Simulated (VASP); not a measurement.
# MoS2 in VASP: single point with PBE+D3(BJ)

Aim: the single point of MoS2 with PBE+D3(BJ).

Everything below comes from runs of VASP 6.6.1. Logs are shortened: lines on timing, memory, paths and dates and some standing lists are left out, and cuts for length are marked.

## 1. The cell of the first run

The cell holds a sheet with vacuum, 6 atoms: a = 3.192 Å, b = 3.192 Å, c = 42.354 Å, α = 90.00°, β = 90.00°, γ = 120.00°.

## 2. Single point, PBE+D3(BJ)

Contents of INCAR:

```
PREC     = Accurate       # precision mode
ENCUT    = 520            # plane-wave cutoff, eV
EDIFF    = 1E-7           # SCF threshold, eV
ISMEAR   = 0              # smearing method
SIGMA    = 0.02           # smearing width, eV
LREAL    = False          # projectors in reciprocal space
LASPH    = True           # aspherical terms in the spheres
NELM     = 60             # most SCF steps
ALGO     = Normal         # electronic algorithm
ISIF     = 2              # what is computed and relaxed
LWAVE    = False          # write WAVECAR
LCHARG   = False          # write CHGCAR
LDIPOL   = True         
IDIPOL   = 3            
DIPOL    = 0.5 0.5 0.322
GGA      = PE             # functional
IVDW     = 12             # dispersion correction
NBANDS   = 35             # bands
```

Contents of KPOINTS:

```
Automatic mesh
0
Gamma
  12 12 1
```

Contents of POSCAR:

```
MoS2
1.0
    3.1916000000      0.0000000000      0.0000000000
   -1.5958000000      2.7640066787      0.0000000000
    0.0000000000      0.0000000000     42.3539999998
S Mo
4 2
Direct
    0.6666666667      0.3333333333      0.2140880937
    0.6666666667      0.3333333333      0.2874487187
    0.3333333333      0.6666666667      0.3565754584
    0.3333333333      0.6666666667      0.4299360834
    0.3333333333      0.6666666667      0.2507851883
    0.6666666667      0.3333333333      0.3932389888
```

Potentials or basis: VASP PAW PBE potentials, release 64 (S, Mo_sv).

The run is started by

```
$ cat potpaw_PBE.64/S/POTCAR potpaw_PBE.64/Mo_sv/POTCAR > POTCAR
$ mpirun -np 1 vasp_std > vasp.out
```

OUTCAR:

```text
PREC = Accurate
   ENCUT = 520
   EDIFF = 1E-7
   ISMEAR = 0
   LREAL = False
   LASPH = True
   NELM = 60
   ISIF = 2
   GGA = PE
   IVDW = 12
 IVDW          = 12

 ion  position               nearest neighbor table
   1  0.667  0.333  0.214-   5 2.41   5 2.41   5 2.41
   2  0.667  0.333  0.287-   5 2.41   5 2.41   5 2.41
   3  0.333  0.667  0.357-   6 2.41   6 2.41   6 2.41
   4  0.333  0.667  0.430-   6 2.41   6 2.41   6 2.41
   5  0.333  0.667  0.251-   2 2.41   2 2.41   2 2.41   1 2.41   1 2.41   1 2.41
   6  0.667  0.333  0.393-   3 2.41   3 2.41   3 2.41   4 2.41   4 2.41   4 2.41

  LATTYP: Found a hexagonal cell.
 ALAT       =     3.1916000000
 C/A-ratio  =    13.2704599573

  Lattice vectors:

 A1 = (   3.1916000000,   0.0000000000,   0.0000000000)
 A2 = (  -1.5958000000,   2.7640066787,   0.0000000000)
 A3 = (   0.0000000000,   0.0000000000,  42.3539999998)

Analysis of symmetry for initial positions (statically):
=====================================================================
 Subroutine PRICEL returns:
 Original cell was already a primitive cell.

 Routine SETGRP: Setting up the symmetry group for a
 hexagonal supercell.

 Subroutine GETGRP returns: Found 12 space group operations
 (whereof  6 operations were pure point group operations)
 out of a pool of 24 trial point group operations.

The static configuration has the point symmetry C_3v.
 The point group associated with its full space group is D_3d.

Analysis of symmetry for dynamics (positions and initial velocities):
=====================================================================
 Subroutine PRICEL returns:
 Original cell was already a primitive cell.

 Routine SETGRP: Setting up the symmetry group for a
 hexagonal supercell.

 Subroutine GETGRP returns: Found 12 space group operations
 (whereof  6 operations were pure point group operations)
 out of a pool of 24 trial point group operations.

The dynamic configuration has the point symmetry C_3v.
 The point group associated with its full space group is D_3d.

 Subroutine INISYM returns: Found 12 space group operations
 (whereof  6 operations are pure point group operations),
 and found     1 'primitive' translations

----------------------------------------------------------------------------------------

                                     Primitive cell

  volume of cell :     373.6302

  direct lattice vectors                    reciprocal lattice vectors
     3.191600000  0.000000000  0.000000000     0.313322471  0.180896813  0.000000000
    -1.595800000  2.764006679  0.000000000     0.000000000  0.361793627  0.000000000
     0.000000000  0.000000000 42.354000000     0.000000000  0.000000000  0.023610521

  length of vectors
     3.191600000  3.191600000 42.354000000     0.361793627  0.361793627  0.023610521

  position of ions in fractional coordinates (direct lattice)
     0.666666667  0.333333333  0.214088094
     0.666666667  0.333333333  0.287448719
     0.333333333  0.666666667  0.356575458
     0.333333333  0.666666667  0.429936083
     0.333333333  0.666666667  0.250785188
     0.666666667  0.333333333  0.393238989

  ion indices of the primitive-cell ions
   primitive index   ion index
                 1           1
                 2           2
                 3           3
                 4           4
                 5           5
                 6           6

----------------------------------------------------------------------------------------

 KPOINTS: Automatic mesh

Automatic generation of k-mesh.
 Grid dimensions read from file:
 generate k-points for:   12   12    1

 Generating k-lattice:

  Cartesian coordinates                     Fractional coordinates (reciprocal lattice)
     0.026110206  0.015074734  0.000000000     0.083333333  0.000000000  0.000000000
     0.000000000  0.030149469  0.000000000     0.000000000  0.083333333  0.000000000
     0.000000000  0.000000000  0.023610521     0.000000000  0.000000000  1.000000000

  Length of vectors
     0.030149469  0.030149469  0.023610521

  Shift w.r.t. Gamma in fractional coordinates (k-lattice)
     0.000000000  0.000000000  0.000000000

 Subroutine IBZKPT returns following result:
 ===========================================

 Found     19 irreducible k-points:

 Following reciprocal coordinates:
            Coordinates               Weight
  0.000000  0.000000  0.000000      1.000000
  0.083333 -0.000000  0.000000      6.000000
  0.166667 -0.000000  0.000000      6.000000
  0.250000 -0.000000  0.000000      6.000000
  0.333333  0.000000  0.000000      6.000000
  0.416667  0.000000  0.000000      6.000000
[... 11 lines left out ...]
  0.333333  0.250000  0.000000     12.000000
  0.333333  0.333333  0.000000      2.000000
   k-points           NKPTS =     19   k-points in BZ     NKDIM =     19   number of bands    NBANDS=     35
   number of dos      NEDOS =    301   number of ions     NIONS =      6
   total plane-waves  NPLWV = 184320
   dimension x,y,z NGX =    24 NGY =   24 NGZ =  320
   dimension x,y,z NGXF=    48 NGYF=   48 NGZF=  640
   ions per type =               4   2
   NGX,Y,Z   is equivalent  to a cutoff of  12.50, 12.50, 12.56 a.u.
   NGXF,Y,Z  is equivalent  to a cutoff of  25.00, 25.00, 25.12 a.u.
 SYSTEM =  unknown system
   PREC   = accura    normal or accurate (medium, high low for compatibility)
   ISTART =      0    job   : 0-new  1-cont  2-samecut
   ICHARG =      2    charge: 1-file 2-atom 10-const
   ISPIN  =      1    spin polarized calculation?
   LNONCOLLINEAR =      F non collinear calculations
   LSORBIT =      F    spin-orbit coupling
   LASPH  =      T    aspherical Exc in radial PAW
   ENCUT  =  520.0 eV  38.22 Ry    6.18 a.u.   5.93  5.93 78.75*2*pi/ulx,y,z
   NELM   =     60;   NELMIN=  2; NELMDL= -5     # of ELM steps
   EDIFF  = 0.1E-06   stopping-criterion for ELM
   LREAL  =      F    real-space projection
   EDIFFG = 0.1E-05   stopping-criterion for IOM
   NSW    =      0    number of steps for IOM
   IBRION =     -1    ionic relax: 0-MD 1-quasi-New 2-CG
   NFREE  =      0    steps in history (QN), initial steepest desc. (CG)
   ISIF   =      2    stress and relaxation
   ISYM   =      2    0-nonsym 1-usesym 2-fastsym
   POTIM  = 0.5000    time-step for ionic-motion
   TEBEG  =    0.0;   TEEND  =   0.0 temperature during run
   PSTRESS=    0.0 pullay stress
   NELECT =      52.0000    total number of electrons
   NUPDOWN=      -1.0000    fix difference up-down
   EMIN   =  10.00;   EMAX   =-10.00  energy-range for DOS
   EFERMI =   0.00;   METHOD = LEGACY
   ISMEAR =     0;   SIGMA  =   0.02  broadening in eV -4-tet -1-fermi 0-gaus
   EFERMI_NEDOS =   21; number of points for ismear=-14 and -15
   IALGO  =     38    algorithm
   IMIX   =      4    mixing-type and parameters
     AMIX     =   0.40;   BMIX     =  1.00
     AMIX_MAG =   1.60;   BMIX_MAG =  1.00
  volume/ion in A,a.u.               =      62.27       420.23
  Fermi-wavevector in a.u.,A,eV,Ry     =   0.848390  1.603224  9.792994  0.719765
  Thomas-Fermi vector in A             =   1.964045
   LORBIT       =      0    0 simple, 1 ext, 2 COOP (PROOUT), +10 PAW based schemes
   GGA     = PE    functional components
   LHFCALC =     F    Hartree Fock is set to
   AEXX    =    0.0000 exact exchange contribution
   IVDW    =    12    specifies the selected vdW correction
   LEPSILON=     F    determine dielectric tensor
   LRPA    =     F    only Hartree local field effects (RPA)
 non-spin polarized calculation
 Gauss-broadening in eV      SIGMA  =   0.02
  energy-cutoff  :      520.00
  volume of cell :      373.63
 maximum number of plane-waves:     10140
 NGX is ok and might be reduce to    24
   NGX = 11   NGY = 11   NGZ =157

 dipolmoment           0.000000      0.000000     -0.000000 electrons x Angstroem

 number of electron      51.9999999 magnetization

 dipolmoment           0.000000      0.000000      0.000000 electrons x Angstroem

 Free energy of the ion-electron system (eV)
  ---------------------------------------------------
  ext. energy  EPLUGINS =         0.00000000
  ---------------------------------------------------
  free energy    TOTEN  =       -43.64091918 eV

  energy without entropy =      -43.64091918  energy(sigma->0) =      -43.64091918

 E-fermi :  -1.5878     XC(G=0):  -3.3609

 val. band max:       -1.6846159825   @ k =   0.0000   0.0000   0.0000
 cond. band min:      -0.6537805313   @ k =   0.3333   0.3333   0.0000
 fundamental gap:      1.0308354512
 Fermi energy:        -1.5878232301

 k-point     1 :       0.0000    0.0000    0.0000
  band No.  band energies     occupation
      1     -63.1405      2.00000
      2     -63.1405      2.00000
      3     -37.2756      2.00000
      4     -37.2756      2.00000
      5     -37.0841      2.00000
      6     -37.0841      2.00000
[... 27 lines left out ...]
     34       0.7831      0.00000
     35       3.2139      0.00000

 k-point     2 :       0.0833   -0.0000    0.0000
  band No.  band energies     occupation
      1     -63.1381      2.00000
      2     -63.1381      2.00000
      3     -37.2708      2.00000
      4     -37.2707      2.00000
      5     -37.1090      2.00000
      6     -37.1090      2.00000
[... 27 lines left out ...]
     34       0.6956      0.00000
     35       3.3835      0.00000

 k-point     3 :       0.1667   -0.0000    0.0000
  band No.  band energies     occupation
      1     -63.1315      2.00000
      2     -63.1315      2.00000
      3     -37.2575      2.00000
      4     -37.2575      2.00000
      5     -37.1765      2.00000
      6     -37.1765      2.00000
[... 27 lines left out ...]
     34       1.0999      0.00000
     35       3.7931      0.00000
[... 533 lines left out ...]
 k-point    18 :       0.3333    0.2500    0.0000
  band No.  band energies     occupation
      1     -63.1010      2.00000
      2     -63.1010      2.00000
      3     -37.3839      2.00000
      4     -37.3839      2.00000
      5     -37.2727      2.00000
      6     -37.2727      2.00000
[... 27 lines left out ...]
     34       2.5611      0.00000
     35       4.6518      0.00000

 k-point    19 :       0.3333    0.3333    0.0000
  band No.  band energies     occupation
      1     -63.0998      2.00000
      2     -63.0998      2.00000
      3     -37.3571      2.00000
      4     -37.3571      2.00000
      5     -37.3146      2.00000
      6     -37.3146      2.00000
[... 27 lines left out ...]
     34       2.5496      0.00000
     35       4.5315      0.00000

------------------------ aborting loop because EDIFF is reached ----------------------------------------

 vacuum level on the upper side and lower side of the slab       (xc-potential included)        -0.052        -0.052

 Edisp (eV)   -2.20250

 E8    (eV) :    -0.9205

  FORCE on cell =-STRESS in cart. coord.  units (eV):
  Direction    XX          YY          ZZ          XY          YZ          ZX
  --------------------------------------------------------------------------------------
  -------------------------------------------------------------------------------------
  Total      -2.33248    -2.33248    -0.11135     0.00000     0.00000    -0.00000
  in kB     -10.00199   -10.00199    -0.47750     0.00000     0.00000    -0.00000
  external pressure =       -6.83 kB  Pullay stress =        0.00 kB

 VOLUME and BASIS-vectors are now :
 -----------------------------------------------------------------------------
  energy-cutoff  :      520.00
  volume of cell :      373.63
      direct lattice vectors                 reciprocal lattice vectors
     3.191600000  0.000000000  0.000000000     0.313322471  0.180896813  0.000000000
    -1.595800000  2.764006679  0.000000000     0.000000000  0.361793627  0.000000000
     0.000000000  0.000000000 42.354000000     0.000000000  0.000000000  0.023610521

 POSITION                                       TOTAL-FORCE (eV/Angst)
 -----------------------------------------------------------------------------------
      1.59580      0.92134      9.06749        -0.000000      0.000000      0.010318
      1.59580      0.92134     12.17460         0.000000     -0.000000     -0.014227
     -0.00000      1.84267     15.10240        -0.000000      0.000000      0.014227
     -0.00000      1.84267     18.20951         0.000000     -0.000000     -0.010318
     -0.00000      1.84267     10.62176         0.000000      0.000000      0.002027
      1.59580      0.92134     16.65524        -0.000000     -0.000000     -0.002027
 -----------------------------------------------------------------------------------
    total drift:                               -0.000000      0.000000      0.000042

  FREE ENERGIE OF THE ION-ELECTRON SYSTEM (eV)
  ---------------------------------------------------
  free  energy   TOTEN  =       -45.8434233168 eV

  energy  without entropy=      -45.8434233168  energy(sigma->0) =      -45.84342332

 vacuum level on the upper side and lower side of the slab         3.654         3.654
```

Wall time 5.9 min (1 thread of Intel Xeon Platinum 8488C (Sapphire Rapids), shared host); peak memory 0.53 GiB.

Results:

- Free energy: -45.8434 eV
- Largest force: 0.014 eV/Å
- Band gap on the k mesh: 1.03 eV, indirect (least direct gap 1.61 eV)
- Dispersion energy per atom: -0.367 eV

Forces on the atoms (eV/Å):
```
S    0.000  0.000  0.010
S    0.000  0.000 -0.014
S    0.000  0.000  0.014
S    0.000  0.000 -0.010
Mo   0.000  0.000  0.002
Mo   0.000  0.000 -0.002
```

Levels at points of the mesh, in eV from the valence-band top:
| k point | band 24 | band 25 | band 26 | band 27 | band 28 | band 29 |
| --- | --- | --- | --- | --- | --- | --- |
| (0.00, 0.00, 0.00) | -1.74 | -0.71 | 0.00 | 2.13 | 2.13 | 2.15 |
| (0.50, 0.00, 0.00) | -1.56 | -1.27 | -1.18 | 1.61 | 1.64 | 2.08 |
